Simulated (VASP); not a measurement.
# Sr4La (Im-3m) in VASP: single point with PBE

Aim: the single point of Sr4La with PBE.

Program: VASP 6.6.1. These are calculated values, not measurements. Logs are shortened: lines on timing, memory, paths and dates and some standing lists are left out, and cuts for length are marked.

## 1. The cell of the first run

Symmetry: Im-3m, No. 229, cubic system. The conventional cell has a = 8.449 Å, b = 8.449 Å, c = 8.449 Å, α = 90.00°, β = 90.00°, γ = 90.00°. Within 4.8 Å of Sr (site symmetry -3m) lie 2 La at 3.66 Å and 6 Sr at 4.22 Å. La (site symmetry m-3m) has 8 Sr at 3.66 Å within 4.8 Å.

The cell was generated, and may not be a known phase.

## 2. Single point, PBE

Input file INCAR:

```
PREC = Accurate
ENCUT = 500
EDIFF = 1E-6
ISMEAR = 0
SIGMA = 0.1
LREAL = False
LASPH = True
NELM = 300
ALGO = All
ISIF = 2
LWAVE = False
LCHARG = False
GGA = PE
NBANDS = 34
GGA_COMPAT = False
LMAXMIX = 6
ISEARCH = 1
KPAR = 4
```

Input file KPOINTS:

```
Automatic mesh
0
Gamma
  6 6 6
```

Input file POSCAR:

```
Sr4La
1.0
   -4.2246889293      4.2246889293      4.2246889293
    4.2246889293     -4.2246889293      4.2246889293
    4.2246889293      4.2246889293     -4.2246889293
Sr La
4 1
Direct
    0.5000000000      0.5000000000      0.5000000000
    0.0000000000      0.0000000000      0.5000000000
    0.0000000000      0.5000000000      0.0000000000
    0.5000000000      0.0000000000      0.0000000000
    0.0000000000      0.0000000000      0.0000000000
```

Potentials or basis: VASP PAW PBE potentials, release 64 (Sr_sv, La).

Started as:

```bash
> cat potpaw_PBE.64/Sr_sv/POTCAR potpaw_PBE.64/La/POTCAR > POTCAR
> mpirun -np 4 vasp_std > vasp.out
```

OUTCAR:

```text
PREC = Accurate
   ENCUT = 500
   EDIFF = 1E-6
   ISMEAR = 0
   LREAL = False
   LASPH = True
   NELM = 300
   ISIF = 2
   GGA = PE

 ion  position               nearest neighbor table
   1  0.500  0.500  0.500-   5 3.66   5 3.66   4 4.22   2 4.22   4 4.22   3 4.22   2 4.22   3 4.22

   2  0.000  0.000  0.500-   5 3.66   5 3.66   4 4.22   1 4.22   3 4.22   3 4.22   4 4.22   1 4.22

   3  0.000  0.500  0.000-   5 3.66   5 3.66   4 4.22   1 4.22   2 4.22   2 4.22   1 4.22   4 4.22

   4  0.500  0.000  0.000-   5 3.66   5 3.66   3 4.22   1 4.22   1 4.22   2 4.22   2 4.22   3 4.22

   5  0.000  0.000  0.000-   1 3.66   2 3.66   3 3.66   4 3.66   2 3.66   3 3.66   4 3.66   1 3.66

  LATTYP: Found a body centered cubic cell.
 ALAT       =     8.4493778586

  Lattice vectors:

 A1 = (  -4.2246889293,   4.2246889293,   4.2246889293)
 A2 = (   4.2246889293,  -4.2246889293,   4.2246889293)
 A3 = (   4.2246889293,   4.2246889293,  -4.2246889293)

Analysis of symmetry for initial positions (statically):
=====================================================================
 Subroutine PRICEL returns:
 Original cell was already a primitive cell.

 Routine SETGRP: Setting up the symmetry group for a
 body centered cubic supercell.

 Subroutine GETGRP returns: Found 48 space group operations
 (whereof 48 operations were pure point group operations)
 out of a pool of 48 trial point group operations.

The static configuration has the point symmetry O_h .

Analysis of symmetry for dynamics (positions and initial velocities):
=====================================================================
 Subroutine PRICEL returns:
 Original cell was already a primitive cell.

 Routine SETGRP: Setting up the symmetry group for a
 body centered cubic supercell.

 Subroutine GETGRP returns: Found 48 space group operations
 (whereof 48 operations were pure point group operations)
 out of a pool of 48 trial point group operations.

The dynamic configuration has the point symmetry O_h .

 Subroutine INISYM returns: Found 48 space group operations
 (whereof 48 operations are pure point group operations),
 and found     1 'primitive' translations

----------------------------------------------------------------------------------------

                                     Primitive cell

  volume of cell :     301.6089

  direct lattice vectors                    reciprocal lattice vectors
    -4.224688929  4.224688929  4.224688929     0.000000000  0.118351909  0.118351909
     4.224688929 -4.224688929  4.224688929     0.118351909  0.000000000  0.118351909
     4.224688929  4.224688929 -4.224688929     0.118351909  0.118351909  0.000000000

  length of vectors
     7.317375872  7.317375872  7.317375872     0.167374875  0.167374875  0.167374875

  position of ions in fractional coordinates (direct lattice)
     0.500000000  0.500000000  0.500000000
     0.000000000  0.000000000  0.500000000
     0.000000000  0.500000000  0.000000000
     0.500000000  0.000000000  0.000000000
     0.000000000  0.000000000  0.000000000

  ion indices of the primitive-cell ions
   primitive index   ion index
                 1           1
                 2           2
                 3           3
                 4           4
                 5           5

----------------------------------------------------------------------------------------

 KPOINTS: Automatic mesh

Automatic generation of k-mesh.
 Grid dimensions read from file:
 generate k-points for:    6    6    6

 Generating k-lattice:

  Cartesian coordinates                     Fractional coordinates (reciprocal lattice)
     0.000000000  0.019725318  0.019725318     0.166666667  0.000000000  0.000000000
     0.019725318  0.000000000  0.019725318     0.000000000  0.166666667  0.000000000
     0.019725318  0.019725318  0.000000000     0.000000000  0.000000000  0.166666667

  Length of vectors
     0.027895812  0.027895812  0.027895812

  Shift w.r.t. Gamma in fractional coordinates (k-lattice)
     0.000000000  0.000000000  0.000000000

 Subroutine IBZKPT returns following result:
 ===========================================

 Found     16 irreducible k-points:

 Following reciprocal coordinates:
            Coordinates               Weight
  0.000000  0.000000  0.000000      1.000000
  0.166667  0.000000  0.000000     12.000000
  0.333333  0.000000  0.000000     12.000000
  0.500000  0.000000  0.000000      6.000000
  0.166667  0.166667  0.000000     24.000000
  0.333333  0.166667  0.000000     48.000000
[... 8 lines left out ...]
  0.500000  0.500000  0.333333     12.000000
  0.500000  0.500000  0.500000      1.000000
   k-points           NKPTS =     16   k-points in BZ     NKDIM =     16   number of bands    NBANDS=     34
   number of dos      NEDOS =    301   number of ions     NIONS =      5
   total plane-waves  NPLWV = 157464
   dimension x,y,z NGX =    54 NGY =   54 NGZ =   54
   dimension x,y,z NGXF=   108 NGYF=  108 NGZF=  108
   ions per type =               4   1
   NGX,Y,Z   is equivalent  to a cutoff of  12.27, 12.27, 12.27 a.u.
   NGXF,Y,Z  is equivalent  to a cutoff of  24.54, 24.54, 24.54 a.u.
 SYSTEM =  unknown system
   PREC   = accura    normal or accurate (medium, high low for compatibility)
   ISTART =      0    job   : 0-new  1-cont  2-samecut
   ICHARG =      2    charge: 1-file 2-atom 10-const
   ISPIN  =      1    spin polarized calculation?
   LNONCOLLINEAR =      F non collinear calculations
   LSORBIT =      F    spin-orbit coupling
   LASPH  =      T    aspherical Exc in radial PAW
   ENCUT  =  500.0 eV  36.75 Ry    6.06 a.u.  13.34 13.34 13.34*2*pi/ulx,y,z
   NELM   =    300;   NELMIN=  2; NELMDL= -5     # of ELM steps
   EDIFF  = 0.1E-05   stopping-criterion for ELM
   LREAL  =      F    real-space projection
   EDIFFG = 0.1E-04   stopping-criterion for IOM
   NSW    =      0    number of steps for IOM
   IBRION =     -1    ionic relax: 0-MD 1-quasi-New 2-CG
   NFREE  =      0    steps in history (QN), initial steepest desc. (CG)
   ISIF   =      2    stress and relaxation
   ISYM   =      2    0-nonsym 1-usesym 2-fastsym
   POTIM  = 0.5000    time-step for ionic-motion
   TEBEG  =    0.0;   TEEND  =   0.0 temperature during run
   PSTRESS=    0.0 pullay stress
   NELECT =      51.0000    total number of electrons
   NUPDOWN=      -1.0000    fix difference up-down
   EMIN   =  10.00;   EMAX   =-10.00  energy-range for DOS
   EFERMI =   0.00;   METHOD = LEGACY
   ISMEAR =     0;   SIGMA  =   0.10  broadening in eV -4-tet -1-fermi 0-gaus
   EFERMI_NEDOS =   21; number of points for ismear=-14 and -15
   IALGO  =     58    algorithm
   IMIX   =      4    mixing-type and parameters
     AMIX     =   0.40;   BMIX     =  1.00
     AMIX_MAG =   1.60;   BMIX_MAG =  1.00
  volume/ion in A,a.u.               =      60.32       407.07
  Fermi-wavevector in a.u.,A,eV,Ry     =   0.905281  1.710733 11.150437  0.819534
  Thomas-Fermi vector in A             =   2.028830
   LORBIT       =      0    0 simple, 1 ext, 2 COOP (PROOUT), +10 PAW based schemes
   GGA     = PE    functional components
   LHFCALC =     F    Hartree Fock is set to
   AEXX    =    0.0000 exact exchange contribution
   IVDW    =     0    specifies the selected vdW correction
   LEPSILON=     F    determine dielectric tensor
   LRPA    =     F    only Hartree local field effects (RPA)
 non-spin polarized calculation
 Gauss-broadening in eV      SIGMA  =   0.10
  energy-cutoff  :      500.00
  volume of cell :      301.61
 maximum number of plane-waves:      7712
 NGX is ok and might be reduce to    54
   NGX = 27   NGY = 27   NGZ = 27

 number of electron      51.0000002 magnetization

 Free energy of the ion-electron system (eV)
  ---------------------------------------------------
  ext. energy  EPLUGINS =         0.00000000
  ---------------------------------------------------
  free energy    TOTEN  =        -8.91806312 eV

  energy without entropy =       -8.86857048  energy(sigma->0) =       -8.89331680

 E-fermi :   1.5243     XC(G=0):  -7.0659

 val. band max:        1.5224396827   @ k =   0.5000   0.5000   0.1667
 cond. band min:       1.5576887059   @ k =  -0.3333   0.3333   0.3333
 fundamental gap:      0.0352490232
 Fermi energy:         1.5242726506

 k-point     1 :       0.0000    0.0000    0.0000
  band No.  band energies     occupation
      1     -34.9855      2.00000
      2     -34.9741      2.00000
      3     -34.9741      2.00000
      4     -34.9741      2.00000
      5     -31.5976      2.00000
      6     -17.0662      2.00000
[... 26 lines left out ...]
     33       2.9336      0.00000
     34       2.9409      0.00000

 k-point     2 :       0.1667    0.0000    0.0000
  band No.  band energies     occupation
      1     -34.9848      2.00000
      2     -34.9749      2.00000
      3     -34.9742      2.00000
      4     -34.9741      2.00000
      5     -31.5977      2.00000
      6     -17.0625      2.00000
[... 26 lines left out ...]
     33       2.8956      0.00000
     34       2.9196      0.00000

 k-point     3 :       0.3333    0.0000    0.0000
  band No.  band energies     occupation
      1     -34.9826      2.00000
      2     -34.9769      2.00000
      3     -34.9742      2.00000
      4     -34.9742      2.00000
      5     -31.5981      2.00000
      6     -17.0569      2.00000
[... 26 lines left out ...]
     33       2.7882      0.00000
     34       2.8619      0.00000

 k-point     4 :       0.5000    0.0000    0.0000
  band No.  band energies     occupation
      1     -34.9798      2.00000
      2     -34.9796      2.00000
      3     -34.9742      2.00000
      4     -34.9742      2.00000
      5     -31.5983      2.00000
      6     -17.0552      2.00000
[... 26 lines left out ...]
     33       2.7732      0.00000
     34       2.8136      0.00000

 k-point     5 :       0.1667    0.1667    0.0000
  band No.  band energies     occupation
      1     -34.9833      2.00000
      2     -34.9755      2.00000
      3     -34.9755      2.00000
      4     -34.9735      2.00000
      5     -31.5980      2.00000
      6     -17.0518      2.00000
[... 325 lines left out ...]
 k-point    14 :      -0.3333    0.3333    0.3333
  band No.  band energies     occupation
      1     -34.9811      2.00000
      2     -34.9782      2.00000
      3     -34.9782      2.00000
      4     -34.9702      2.00000
      5     -31.5987      2.00000
      6     -17.0463      2.00000
[... 26 lines left out ...]
     33       2.6894      0.00000
     34       2.7446      0.00000

 k-point    15 :       0.5000    0.5000    0.3333
  band No.  band energies     occupation
      1     -34.9796      2.00000
      2     -34.9796      2.00000
      3     -34.9788      2.00000
      4     -34.9695      2.00000
      5     -31.5989      2.00000
      6     -17.0462      2.00000
[... 26 lines left out ...]
     33       2.6311      0.00000
     34       2.6468      0.00000

 k-point    16 :       0.5000    0.5000    0.5000
  band No.  band energies     occupation
      1     -34.9796      2.00000
      2     -34.9796      2.00000
      3     -34.9796      2.00000
      4     -34.9688      2.00000
      5     -31.5991      2.00000
      6     -17.0496      2.00000
[... 26 lines left out ...]
     33       2.6317      0.00000
     34       2.7447      0.00000

------------------------ aborting loop because EDIFF is reached ----------------------------------------

  FORCE on cell =-STRESS in cart. coord.  units (eV):
  Direction    XX          YY          ZZ          XY          YZ          ZX
  --------------------------------------------------------------------------------------
  -------------------------------------------------------------------------------------
  Total        0.0131962      0.0131962      0.0131962     -0.0000000      0.0000000     -0.0000000
  in kB        0.0700997      0.0700997      0.0700997     -0.0000000      0.0000000     -0.0000000
  external PRESSURE =       0.0700997 kB  Pullay stress =       0.0000000 kB

 VOLUME and BASIS-vectors are now :
 -----------------------------------------------------------------------------
  energy-cutoff  :      500.00
  volume of cell :      301.61
      direct lattice vectors                 reciprocal lattice vectors
    -4.224688929  4.224688929  4.224688929     0.000000000  0.118351909  0.118351909
     4.224688929 -4.224688929  4.224688929     0.118351909  0.000000000  0.118351909
     4.224688929  4.224688929 -4.224688929     0.118351909  0.118351909  0.000000000

 POSITION                                       TOTAL-FORCE (eV/Angst)
 -----------------------------------------------------------------------------------
      2.11234      2.11234      2.11234         0.000000     -0.000000     -0.000000
      2.11234      2.11234     -2.11234        -0.000000      0.000000      0.000000
      2.11234     -2.11234      2.11234         0.000000     -0.000000      0.000000
     -2.11234      2.11234      2.11234        -0.000000     -0.000000     -0.000000
      0.00000      0.00000      0.00000         0.000000      0.000000      0.000000
 -----------------------------------------------------------------------------------
    total drift:                               -0.000000      0.000000     -0.000000

  FREE ENERGIE OF THE ION-ELECTRON SYSTEM (eV)
  ---------------------------------------------------
  free  energy   TOTEN  =        -8.9180631207 eV

  energy  without entropy=       -8.8685740810  energy(sigma->0) =       -8.89331860
```

Wall time 2.7 min (4 MPI ranks of Intel Xeon Platinum 8488C (Sapphire Rapids), shared host); peak memory 0.61 GiB.

Results:

| Property | Result |
| --- | --- |
| Free energy | -8.9181 eV |
| Pressure | 0.0 GPa |
| Band gap on the k mesh | zero (an odd number of electrons rules out a gap without spin polarisation) |

Levels at points of the mesh, in eV from the Fermi level:
```csv
k point,band 23,band 24,band 25,band 26,band 27,band 28,band 29,band 30
"(0.00, 0.00, 0.00)",-0.62,-0.62,-0.60,-0.60,0.07,0.97,0.81,1.28
"(0.50, 0.00, 0.00)",-0.53,-0.36,0.06,0.28,0.33,0.35,0.62,0.93
"(0.50, 0.50, 0.50)",-0.96,-0.47,-0.47,-0.44,0.94,0.94,0.94,1.01
```

Caveat: spin-orbit coupling is left out, which moves the levels of the heavy elements.

The gap in the log of VASP goes by the Fermi energy; the results here count the filled bands.